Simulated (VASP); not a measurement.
Runs of VASP 6.6.1 on NbAs. The structure is that of space group Fm-3m (No. 225), or close to it. The cells are those of the table. 

| level | cell | k mesh | gap on the mesh (eV) | pressure (GPa) |
| --- | --- | --- | --- | --- |
| PBE | a = 3.681 Å, angles 60.0°, 2 atoms | 6 × 6 × 6 | none | (b) |
| r2SCAN | a = 3.734 Å, angles 60.0°, 2 atoms | 12 × 12 × 12 | none | (a) |
| r2SCAN | a = 3.803 Å, angles 60.0°, 2 atoms | 12 × 12 × 12 | none | -9.0 |
| r2SCAN | a = 3.668 Å, angles 60.0°, 2 atoms | 12 × 12 × 12 | none | 6.8 |
| r2SCAN | a = 3.718 Å, angles 60.0°, 2 atoms | 12 × 12 × 12 | none | 0.0 |

Alike in all rows: task single point; potentials or basis VASP PAW PBE potentials, release 64 (Nb_sv, As); no spin polarisation; cutoff (eV) 520; smearing gaussian 0.05 eV.

Question: Estimate the missing entries.

Answer: (a) -1.9; (b) 6.5.

Caveats: the PAW data sets were made with another functional, which shifts forces and pressure a little (some runs).

A k mesh can miss the band edges, and the runs leave out spin-orbit coupling on As, Nb.

A gap of «none» marks levels without a gap at the run's occupations.
